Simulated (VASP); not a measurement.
# Al2Au (Fm-3m) in VASP: a series of runs, part 2 of 2

VASP 6.6.1. The steps go on from the part before.

### 4 Single point, PBE

This run uses another cell than the first one, of 19.11 Å³/atom, 1.030 times its volume.

The input, INCAR:

```
  PREC = Accurate
  ENCUT = 520
  EDIFF = 1E-6
  ISMEAR = 0
  SIGMA = 0.1
  LREAL = F
  LASPH = T
  NELM = 60
  ALGO = Normal
  ISIF = 2
  LWAVE = F
  LCHARG = F
  GGA = PE
  NBANDS = 16
```

The input, KPOINTS:

```
Automatic mesh
0
Gamma
  12 12 12
```

The input, POSCAR:

```
Al2Au
1.0
    0.0000000000      3.0603959932      3.0603959932
    3.0603959932      0.0000000000      3.0603959932
    3.0603959932      3.0603959932      0.0000000000
Al Au
2 1
Direct
    0.2500000000      0.2500000000      0.2500000000
    0.7500000000      0.7500000000      0.7500000000
    0.0000000000      0.0000000000      0.0000000000
```

Potentials or basis: VASP PAW PBE potentials, release 64 (Al, Au).

Run with:

```
> cat potpaw_PBE.64/Al/POTCAR potpaw_PBE.64/Au/POTCAR > POTCAR
> mpirun -np 1 vasp_std > vasp.out
```

OUTCAR:

```text
PREC = Accurate
   ENCUT = 520
   EDIFF = 1E-6
   ISMEAR = 0
   LREAL = F
   LASPH = T
   NELM = 60
   ISIF = 2
   GGA = PE

 ion  position               nearest neighbor table
   1  0.250  0.250  0.250-   3 2.65   3 2.65   3 2.65   3 2.65   2 3.06   2 3.06   2 3.06   2 3.06
                             2 3.06   2 3.06
   2  0.750  0.750  0.750-   3 2.65   3 2.65   3 2.65   3 2.65   1 3.06   1 3.06   1 3.06   1 3.06
                             1 3.06   1 3.06
   3  0.000  0.000  0.000-   2 2.65   2 2.65   2 2.65   1 2.65   2 2.65   1 2.65   1 2.65   1 2.65

  LATTYP: Found a face centered cubic cell.
 ALAT       =     6.1207919864

  Lattice vectors:

 A1 = (   0.0000000000,   3.0603959932,   3.0603959932)
 A2 = (   3.0603959932,   0.0000000000,   3.0603959932)
 A3 = (   3.0603959932,   3.0603959932,   0.0000000000)

Analysis of symmetry for initial positions (statically):
=====================================================================
 Subroutine PRICEL returns:
 Original cell was already a primitive cell.

 Routine SETGRP: Setting up the symmetry group for a
 face centered cubic supercell.

[... 171 lines left out ...]
 cond. band min:       7.1360130346   @ k =  -0.2500   0.0833   0.0000
 fundamental gap:      0.0124002582
 Fermi energy:         7.1334651302

 k-point     1 :       0.0000    0.0000    0.0000
  band No.  band energies     occupation
      1      -3.0003      2.00000
      2       0.8462      2.00000
      3       0.8462      2.00000
      4       0.8462      2.00000
      5       1.7399      2.00000
      6       1.7399      2.00000
[... 433 lines left out ...]
      3       1.1962      2.00000
      4       1.2001      2.00000
      5       1.7766      2.00000
      6       1.7928      2.00000
[... 8 lines left out ...]
     15      15.1694      0.00000
     16      15.5789      0.00000

 [... further k-points ...]

------------------------ aborting loop because EDIFF is reached ----------------------------------------

  FORCE on cell =-STRESS in cart. coord.  units (eV):
  Direction    XX          YY          ZZ          XY          YZ          ZX
  --------------------------------------------------------------------------------------
  -------------------------------------------------------------------------------------
  Total       -1.1006809     -1.1006809     -1.1006809     -0.0000000     -0.0000000      0.0000000
  in kB      -30.7616159    -30.7616159    -30.7616159     -0.0000000     -0.0000000      0.0000000
  external PRESSURE =     -30.7616159 kB  Pullay stress =       0.0000000 kB

 VOLUME and BASIS-vectors are now :
 -----------------------------------------------------------------------------
  energy-cutoff  :      520.00
  volume of cell :       57.33
      direct lattice vectors                 reciprocal lattice vectors
     0.000000000  3.060395993  3.060395993    -0.163377550  0.163377550  0.163377550
     3.060395993  0.000000000  3.060395993     0.163377550 -0.163377550  0.163377550
     3.060395993  3.060395993  0.000000000     0.163377550  0.163377550 -0.163377550

 POSITION                                       TOTAL-FORCE (eV/Angst)
 -----------------------------------------------------------------------------------
      1.53020      1.53020      1.53020         0.000000     -0.000000     -0.000000
      4.59059      4.59059      4.59059        -0.000000      0.000000     -0.000000
      0.00000      0.00000      0.00000         0.000000     -0.000000      0.000000
 -----------------------------------------------------------------------------------
    total drift:                                0.000000     -0.000000      0.000000

  FREE ENERGIE OF THE ION-ELECTRON SYSTEM (eV)
  ---------------------------------------------------
  free  energy   TOTEN  =       -12.0070319541 eV

  energy  without entropy=      -12.0024729329  energy(sigma->0) =      -12.00475244
```

Wall time 41 s (1 thread of Intel Xeon Platinum 8488C (Sapphire Rapids), shared host); peak memory 0.21 GiB.

Results:

```
Free energy : -12.0070 eV
Pressure    : -3.1 GPa
```

Caveat: spin-orbit coupling is left out, which moves the levels of the heavy elements.

### 5 Single point, PBE (volume scaled by 1.06)

The input, INCAR:

```
PREC     = Accurate       # precision mode
ENCUT    = 520            # plane-wave cutoff, eV
EDIFF    = 1E-6           # SCF threshold, eV
ISMEAR   = 0              # smearing method
SIGMA    = 0.1            # smearing width, eV
LREAL    = F              # projectors in reciprocal space
LASPH    = T              # aspherical terms in the spheres
NELM     = 60             # most SCF steps
ALGO     = Fast           # electronic algorithm
ISIF     = 2              # what is computed and relaxed
LWAVE    = F              # write WAVECAR
LCHARG   = F              # write CHGCAR
GGA      = PE             # functional
NBANDS   = 16             # bands
```

KPOINTS is that of step 4.

The input, POSCAR:

```
Al2Au
1.0
    0.0000000000      3.0898246830      3.0898246830
    3.0898246830      0.0000000000      3.0898246830
    3.0898246830      3.0898246830      0.0000000000
Al Au
2 1
Direct
    0.2500000000      0.2500000000      0.2500000000
    0.7500000000      0.7500000000      0.7500000000
    0.0000000000      0.0000000000      0.0000000000
```

Run with:

```
> cat potpaw_PBE.64/Al/POTCAR potpaw_PBE.64/Au/POTCAR > POTCAR
> mpirun -np 1 vasp_std > vasp.out
```

It took 54 s on 1 thread of Intel Xeon Platinum 8488C (Sapphire Rapids), shared host; peak memory 0.22 GiB.

The run converged. Its results:

- Free energy: -11.9626 eV
- Pressure: -5.4 GPa

Levels at points of the mesh, in eV from the Fermi level:
```csv
k point,band 5,band 6,band 7,band 8,band 9,band 10,band 11,band 12,band 13,band 14
"(0.00, 0.00, 0.00)",-5.28,-5.28,1.61,2.92,2.92,2.92,3.52,3.52,3.52,5.48
"(0.50, 0.00, 0.00)",-5.18,-5.18,-5.14,0.40,0.40,2.91,3.09,3.53,3.53,8.52
"(0.50, 0.50, 0.00)",-5.43,-5.03,-4.75,-1.92,-1.92,0.76,2.04,7.57,9.06,9.06
```

Caveat: the cell differs from its parent crystal (volume scaled by 1.06); spin-orbit coupling is left out, which moves the levels of the heavy elements.

### 6 Single point, PBE (volume scaled by 1.10)

The input, INCAR:

```
SYSTEM = Al2Au
PREC = Accurate ; ENCUT = 520
EDIFF = 1E-6 ; ISMEAR = 0
SIGMA = 0.1 ; LREAL = .FALSE.
LASPH = .TRUE. ; NELM = 80
ALGO = Normal ; ISIF = 2
LWAVE = .FALSE. ; LCHARG = .FALSE.
GGA = PE ; NBANDS = 16
```

The input, KPOINTS:

```
Automatic mesh
0
G
  12 12 12
  0 0 0
```

The input, POSCAR:

```
Al2Au
1.0
    0.0000000000      3.1282115234      3.1282115234
    3.1282115234      0.0000000000      3.1282115234
    3.1282115234      3.1282115234      0.0000000000
Al Au
2 1
Direct
    0.2500000000      0.2500000000      0.2500000000
    0.7500000000      0.7500000000      0.7500000000
    0.0000000000      0.0000000000      0.0000000000
```

Potentials or basis: VASP PAW PBE potentials, release 64 (Al, Au).

Run with:

```
> cat potpaw_PBE.64/Al/POTCAR potpaw_PBE.64/Au/POTCAR > POTCAR
> mpirun -np 1 vasp_std > vasp.out
```

It took 48 s on 1 thread of Intel Xeon Platinum 8488C (Sapphire Rapids), shared host; peak memory 0.24 GiB.

Results (log left out):

| Item | Value |
| --- | --- |
| Free energy | -11.8685 eV |
| Pressure | -8.0 GPa |

Levels at points of the mesh, in eV from the Fermi level:
```tsv
k point	band 7	band 8	band 9	band 10	band 11	band 12
(0.00, 0.00, 0.00)	1.36	2.90	2.90	2.90	3.36	3.36
(0.50, 0.00, 0.00)	-5.01	0.41	0.41	2.64	3.00	3.42
(0.50, 0.50, 0.00)	-4.64	-1.84	-1.84	0.56	2.02	7.53
```

Caveat: the cell differs from its parent crystal (volume scaled by 1.10); spin-orbit coupling is left out, which moves the levels of the heavy elements.

### 7 Summary

```csv
cell,gap on the mesh (eV),pressure (GPa)
"a = 4.286 Å, angles 60.0°, 3 atoms",none,-0.2
"a = 4.328 Å, angles 60.0°, 3 atoms",none,-3.1
"a = 4.370 Å, angles 60.0°, 3 atoms",none,-5.4
"a = 4.424 Å, angles 60.0°, 3 atoms",none,-8.0
```

Alike in all rows: task single point; level PBE; potentials or basis VASP PAW PBE potentials, release 64 (Al, Au); no spin polarisation; k mesh 12 × 12 × 12; cutoff (eV) 520; smearing gaussian 0.1 eV.

Caveats: spin-orbit coupling is left out, which moves the levels of the heavy elements.

Total energies depend on the potentials used, so only differences within one code and one set of settings carry meaning.
